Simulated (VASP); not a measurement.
# CaB6 (Pm-3m) in VASP: single point with PBEsol

Aim: the single point of CaB6 with PBEsol.

Everything below comes from runs of VASP 6.6.1. Logs are shortened: lines on timing, memory, paths and dates and some standing lists are left out, and cuts for length are marked.

## Step 1: The cell of the first run

Symmetry: Pm-3m, No. 221, cubic system. The conventional cell has a = 4.127 Å, b = 4.127 Å, c = 4.127 Å, α = 90.00°, β = 90.00°, γ = 90.00°. Within 4.2 Å of Ca (site symmetry m-3m) lie 24 B at 3.03 Å and 6 Ca at 4.13 Å. B (site symmetry 4mm) has 5 B at 1.66 to 1.74 Å within 2.2 Å.

## Step 2: Single point, PBEsol

POSCAR reads:

```
CaB6
1.0
    4.1273389630      0.0000000000      0.0000000000
    0.0000000000      4.1273389630      0.0000000000
    0.0000000000      0.0000000000      4.1273389630
Ca B
1 6
Direct
    0.5000000000      0.5000000000      0.5000000000
    0.0000000000      0.0000000000      0.2983843340
    0.0000000000      0.0000000000      0.7016156660
    0.2983843340      0.0000000000      0.0000000000
    0.7016156660      0.0000000000      0.0000000000
    0.0000000000      0.2983843340      0.0000000000
    0.0000000000      0.7016156660      0.0000000000
```

INCAR.step1 reads:

```
SYSTEM = CaB6
PREC = Accurate
ENCUT = 520
EDIFF = 1E-6
ISMEAR = 0
SIGMA = 0.1
LREAL = .FALSE.
LASPH = .TRUE.
NELM = 80
ALGO = Normal
ISIF = 2
LWAVE = .FALSE.
LCHARG = .TRUE.
GGA = PS
NBANDS = 23
```

KPOINTS.step1 reads:

```
regular mesh
0
G
  10 10 10
  0 0 0
```

INCAR.step2 reads:

```
SYSTEM = CaB6
PREC = Accurate
ENCUT = 520
EDIFF = 1E-6
ISMEAR = -5
SIGMA = 0.1
LREAL = .FALSE.
LASPH = .TRUE.
NELM = 80
ALGO = Normal
ISIF = 2
LWAVE = .FALSE.
LCHARG = .FALSE.
GGA = PS
LORBIT = 10
NEDOS = 1001
ICHARG = 11
```

KPOINTS.step2 reads:

```
regular mesh
0
G
  15 15 15
  0 0 0
```

Potentials or basis: VASP PAW PBE potentials, release 64 (Ca_sv, B).

Run with:

```sh
> cat potpaw_PBE.64/Ca_sv/POTCAR potpaw_PBE.64/B/POTCAR > POTCAR
> cp INCAR.step1 INCAR
> cp KPOINTS.step1 KPOINTS
> mpirun -np 1 vasp_std > vasp.out
> cp INCAR.step2 INCAR
> cp KPOINTS.step2 KPOINTS
> mpirun -np 1 vasp_std > vasp.out
```

OUTCAR:

```text
SYSTEM = CaB6
   PREC = Accurate
   ENCUT = 520
   EDIFF = 1E-6
   ISMEAR = -5
   LREAL = .FALSE.
   LASPH = .TRUE.
   NELM = 80
   ISIF = 2
   GGA = PS
   LORBIT = 10
   ICHARG = 11

 ion  position               nearest neighbor table
   1  0.500  0.500  0.500-
   2  0.000  0.000  0.298-   3 1.66   4 1.74   5 1.74   6 1.74   7 1.74
   3  0.000  0.000  0.702-   2 1.66   4 1.74   5 1.74   6 1.74   7 1.74
   4  0.298  0.000  0.000-   5 1.66   3 1.74   2 1.74   6 1.74   7 1.74
   5  0.702  0.000  0.000-   4 1.66   3 1.74   2 1.74   6 1.74   7 1.74
   6  0.000  0.298  0.000-   7 1.66   3 1.74   4 1.74   5 1.74   2 1.74
   7  0.000  0.702  0.000-   6 1.66   3 1.74   4 1.74   5 1.74   2 1.74

  LATTYP: Found a simple cubic cell.
 ALAT       =     4.1273389630

  Lattice vectors:

 A1 = (   4.1273389630,   0.0000000000,   0.0000000000)
 A2 = (   0.0000000000,   4.1273389630,   0.0000000000)
 A3 = (   0.0000000000,   0.0000000000,   4.1273389630)

Analysis of symmetry for initial positions (statically):
=====================================================================
 Subroutine PRICEL returns:
 Original cell was already a primitive cell.

 Routine SETGRP: Setting up the symmetry group for a
 simple cubic supercell.

 Subroutine GETGRP returns: Found 48 space group operations
 (whereof 48 operations were pure point group operations)
 out of a pool of 48 trial point group operations.

The static configuration has the point symmetry O_h .

Analysis of symmetry for dynamics (positions and initial velocities):
=====================================================================
 Subroutine PRICEL returns:
 Original cell was already a primitive cell.

 Routine SETGRP: Setting up the symmetry group for a
 simple cubic supercell.

 Subroutine GETGRP returns: Found 48 space group operations
 (whereof 48 operations were pure point group operations)
 out of a pool of 48 trial point group operations.

The dynamic configuration has the point symmetry O_h .

 Subroutine INISYM returns: Found 48 space group operations
 (whereof 48 operations are pure point group operations),
 and found     1 'primitive' translations

----------------------------------------------------------------------------------------

                                     Primitive cell

  volume of cell :      70.3089

  direct lattice vectors                    reciprocal lattice vectors
     4.127338963  0.000000000  0.000000000     0.242286861  0.000000000  0.000000000
     0.000000000  4.127338963  0.000000000     0.000000000  0.242286861  0.000000000
     0.000000000  0.000000000  4.127338963     0.000000000  0.000000000  0.242286861

  length of vectors
     4.127338963  4.127338963  4.127338963     0.242286861  0.242286861  0.242286861

  position of ions in fractional coordinates (direct lattice)
     0.500000000  0.500000000  0.500000000
     0.000000000  0.000000000  0.298384334
     0.000000000  0.000000000  0.701615666
     0.298384334  0.000000000  0.000000000
     0.701615666  0.000000000  0.000000000
     0.000000000  0.298384334  0.000000000
     0.000000000  0.701615666  0.000000000

  ion indices of the primitive-cell ions
   primitive index   ion index
                 1           1
                 2           2
                 3           3
                 4           4
                 5           5
                 6           6
                 7           7

----------------------------------------------------------------------------------------

 KPOINTS: regular mesh

Automatic generation of k-mesh.
 Grid dimensions read from file:
 generate k-points for:   15   15   15

 Generating k-lattice:

  Cartesian coordinates                     Fractional coordinates (reciprocal lattice)
     0.016152457  0.000000000  0.000000000     0.066666667  0.000000000  0.000000000
     0.000000000  0.016152457  0.000000000     0.000000000  0.066666667  0.000000000
     0.000000000  0.000000000  0.016152457     0.000000000  0.000000000  0.066666667

  Length of vectors
     0.016152457  0.016152457  0.016152457

  Shift w.r.t. Gamma in fractional coordinates (k-lattice)
     0.000000000  0.000000000  0.000000000

 TETIRR: Found   1667 inequivalent tetrahedra from    20250

 Subroutine IBZKPT returns following result:
 ===========================================

 Found    120 irreducible k-points:

 Following reciprocal coordinates:
            Coordinates               Weight
  0.000000  0.000000  0.000000      1.000000
  0.066667  0.000000  0.000000      6.000000
  0.133333  0.000000  0.000000      6.000000
  0.200000  0.000000  0.000000      6.000000
  0.266667  0.000000  0.000000      6.000000
  0.333333  0.000000  0.000000      6.000000
[... 16 lines left out ...]
  0.266667  0.200000  0.000000     24.000000
  0.333333  0.200000  0.000000     24.000000
 [... further k-points ...]
   k-points           NKPTS =    120   k-points in BZ     NKDIM =    120   number of bands    NBANDS=     18
   number of dos      NEDOS =   1001   number of ions     NIONS =      7
   total plane-waves  NPLWV =  32768
   dimension x,y,z NGX =    32 NGY =   32 NGZ =   32
   dimension x,y,z NGXF=    64 NGYF=   64 NGZF=   64
   ions per type =               1   6
   NGX,Y,Z   is equivalent  to a cutoff of  12.89, 12.89, 12.89 a.u.
   NGXF,Y,Z  is equivalent  to a cutoff of  25.78, 25.78, 25.78 a.u.
 SYSTEM =  CaB6
   PREC   = accura    normal or accurate (medium, high low for compatibility)
   ISTART =      0    job   : 0-new  1-cont  2-samecut
   ICHARG =     11    charge: 1-file 2-atom 10-const
   ISPIN  =      1    spin polarized calculation?
   LNONCOLLINEAR =      F non collinear calculations
   LSORBIT =      F    spin-orbit coupling
   LASPH  =      T    aspherical Exc in radial PAW
   ENCUT  =  520.0 eV  38.22 Ry    6.18 a.u.   7.67  7.67  7.67*2*pi/ulx,y,z
   NELM   =     80;   NELMIN=  2; NELMDL=  0     # of ELM steps
   EDIFF  = 0.1E-05   stopping-criterion for ELM
   LREAL  =      F    real-space projection
   EDIFFG = 0.1E-04   stopping-criterion for IOM
   NSW    =      0    number of steps for IOM
   IBRION =     -1    ionic relax: 0-MD 1-quasi-New 2-CG
   NFREE  =      0    steps in history (QN), initial steepest desc. (CG)
   ISIF   =      2    stress and relaxation
   ISYM   =      2    0-nonsym 1-usesym 2-fastsym
   POTIM  = 0.5000    time-step for ionic-motion
   TEBEG  =    0.0;   TEEND  =   0.0 temperature during run
   PSTRESS=    0.0 pullay stress
   NELECT =      28.0000    total number of electrons
   NUPDOWN=      -1.0000    fix difference up-down
   EMIN   =  10.00;   EMAX   =-10.00  energy-range for DOS
   EFERMI =   0.00;   METHOD = LEGACY
   ISMEAR =    -5;   SIGMA  =   0.10  broadening in eV -4-tet -1-fermi 0-gaus
   EFERMI_NEDOS =   21; number of points for ismear=-14 and -15
   IALGO  =     38    algorithm
   IMIX   =      4    mixing-type and parameters
     AMIX     =   0.40;   BMIX     =  1.00
     AMIX_MAG =   1.60;   BMIX_MAG =  1.00
  volume/ion in A,a.u.               =      10.04        67.78
  Fermi-wavevector in a.u.,A,eV,Ry     =   1.204455  2.276091 19.738144  1.450713
  Thomas-Fermi vector in A             =   2.340180
   LORBIT       =     10    0 simple, 1 ext, 2 COOP (PROOUT), +10 PAW based schemes
   GGA     = PS    functional components
   LHFCALC =     F    Hartree Fock is set to
   AEXX    =    0.0000 exact exchange contribution
   IVDW    =     0    specifies the selected vdW correction
   LEPSILON=     F    determine dielectric tensor
   LRPA    =     F    only Hartree local field effects (RPA)
 non-spin polarized calculation
 Fermi weights with tetrahedron method with Bloechl corrections
  energy-cutoff  :      520.00
  volume of cell :       70.31
 maximum number of plane-waves:      1916
 NGX is ok and might be reduce to    32

 number of electron      28.0000005 magnetization

 Free energy of the ion-electron system (eV)
  ---------------------------------------------------
  ext. energy  EPLUGINS =         0.00000000
  ---------------------------------------------------
  free energy    TOTEN  =       -47.10492480 eV

  energy without entropy =      -47.10492480  energy(sigma->0) =      -47.10492480

 E-fermi :   4.6551     XC(G=0): -10.7609

 val. band max:        4.6550414811   @ k =   0.4000   0.0000   0.0000
 cond. band min:       4.6763931497   @ k =   0.4667   0.0667   0.0000
 fundamental gap:      0.0213516687
 Fermi energy:         4.6551398347

 k-point     1 :       0.0000    0.0000    0.0000
  band No.  band energies     occupation
      1     -36.1967      2.00000
      2     -17.2666      2.00000
      3     -17.2666      2.00000
      4     -17.2666      2.00000
      5      -9.8503      2.00000
      6      -2.3000      2.00000
[... 10 lines left out ...]
     17       7.4915      0.00000
     18       8.0324      0.00000

 k-point     2 :       0.0667    0.0000    0.0000
  band No.  band energies     occupation
      1     -36.1966      2.00000
      2     -17.2695      2.00000
      3     -17.2663      2.00000
      4     -17.2663      2.00000
      5      -9.8351      2.00000
      6      -2.6023      2.00000
[... 10 lines left out ...]
     17       7.6487      0.00000
     18       8.0699      0.00000

 k-point     3 :       0.1333    0.0000    0.0000
  band No.  band energies     occupation
      1     -36.1962      2.00000
      2     -17.2776      2.00000
      3     -17.2654      2.00000
      4     -17.2654      2.00000
      5      -9.7914      2.00000
      6      -3.1043      2.00000
[... 412 lines left out ...]
 k-point    23 :       0.2667    0.2000    0.0000
  band No.  band energies     occupation
      1     -36.1943      2.00000
      2     -17.2995      2.00000
      3     -17.2839      2.00000
      4     -17.2600      2.00000
      5      -9.5450      2.00000
      6      -3.9260      2.00000
[... 10 lines left out ...]
     17       8.6451      0.00000
     18       8.7020      0.00000

 k-point    24 :       0.3333    0.2000    0.0000
  band No.  band energies     occupation
      1     -36.1938      2.00000
      2     -17.3119      2.00000
      3     -17.2821      2.00000
      4     -17.2585      2.00000
      5      -9.4742      2.00000
      6      -4.2446      2.00000
[... 10 lines left out ...]
     17       8.6783      0.00000
     18       8.7944      0.00000

 [... further k-points ...]
[... 5 lines left out ...]
  --------------------------------------------------------------------------------------
  -------------------------------------------------------------------------------------
  Total        0.1459858      0.1459858      0.1459858      0.0000000      0.0000000     -0.0000000
  in kB        3.3266777      3.3266777      3.3266777      0.0000000      0.0000000     -0.0000000
  external PRESSURE =       3.3266777 kB  Pullay stress =       0.0000000 kB

 VOLUME and BASIS-vectors are now :
 -----------------------------------------------------------------------------
  energy-cutoff  :      520.00
  volume of cell :       70.31
      direct lattice vectors                 reciprocal lattice vectors
     4.127338963  0.000000000  0.000000000     0.242286861  0.000000000  0.000000000
     0.000000000  4.127338963  0.000000000     0.000000000  0.242286861  0.000000000
     0.000000000  0.000000000  4.127338963     0.000000000  0.000000000  0.242286861

 POSITION                                       TOTAL-FORCE (eV/Angst)
 -----------------------------------------------------------------------------------
      2.06367      2.06367      2.06367         0.000000      0.000000      0.000000
      0.00000      0.00000      1.23153         0.000000      0.000000      0.007206
      0.00000      0.00000      2.89581         0.000000      0.000000     -0.007206
      1.23153      0.00000      0.00000         0.007206      0.000000      0.000000
      2.89581      0.00000      0.00000        -0.007206      0.000000      0.000000
      0.00000      1.23153      0.00000         0.000000      0.007206      0.000000
      0.00000      2.89581      0.00000         0.000000     -0.007206      0.000000
 -----------------------------------------------------------------------------------
    total drift:                                0.000000      0.000000     -0.000000

  FREE ENERGIE OF THE ION-ELECTRON SYSTEM (eV)
  ---------------------------------------------------
  free  energy   TOTEN  =       -47.1049247996 eV

  energy  without entropy=      -47.1049247996  energy(sigma->0) =      -47.10492480

 total charge

# of ion       s       p       d       tot
------------------------------------------
    1        2.013   5.839   0.216   8.069
    2        0.700   1.377   0.000   2.077
    3        0.700   1.377   0.000   2.077
    4        0.700   1.377   0.000   2.077
    5        0.700   1.377   0.000   2.077
    6        0.700   1.377   0.000   2.077
    7        0.700   1.377   0.000   2.077
--------------------------------------------------
tot          6.212  14.101   0.216  20.530
```

Wall time 58 s (1 thread of Intel Xeon 6975P-C (Granite Rapids), shared host); peak memory 0.27 GiB.

Results:

```
Valence electrons inside the program's atomic spheres : Ca 8.07; B 2.08
```

Levels at points of the mesh, in eV from the valence-band top:
| k point | band 11 | band 12 | band 13 | band 14 | band 15 | band 16 | band 17 | band 18 |
| --- | --- | --- | --- | --- | --- | --- | --- | --- |
| (0.00, 0.00, 0.00) | -5.28 | -0.32 | -0.32 | -0.32 | 2.83 | 2.83 | 2.84 | 3.38 |

Caveat: the PAW data sets were made with another functional, which shifts forces and pressure a little.
